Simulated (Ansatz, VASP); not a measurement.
One calculation of Pt, two programs

```
CELL_PARAMETERS angstrom
-1.53468 1.53468 1.68815
1.53468 -1.53468 1.68815
1.53468 1.53468 -1.68815
ATOMIC_POSITIONS crystal
Pt 0.00000 0.00000 0.00000
```

Alike in both runs: task single point; functional PBEsol; k mesh 24 × 24 × 24; occupations gaussian, width 0.15 eV; no spin polarisation.

|  | VASP | Ansatz |
| --- | --- | --- |
| version | VASP 6.6.1 | Ansatz 0.2.0 |
| potentials or method | VASP PAW PBE potentials, release 64 (Pt), cutoff 520 eV | scalar-relativistic, plane waves, PAW |
| valence electrons in the cell | 10 | 18 |

VASP gave:

* gap on the k mesh at the Fermi level (eV): none
* pressure (GPa): -11.8
* traceless stress, the component that is largest in VASP (GPa): 3.89

What did Ansatz give for the same quantities?

gap on the k mesh at the Fermi level (eV): none; pressure (GPa): -11.4; traceless stress, the component that is largest in VASP (GPa): 3.89.

VASP's potentials were made for PBE, not for PBEsol. A gap of «none» marks a metal or a gap that the smearing closes. VASP's potentials hold 10 valence electrons a cell and Ansatz's 18, so a difference there can come from the potentials and not from the codes.

Spin-orbit coupling is off throughout.
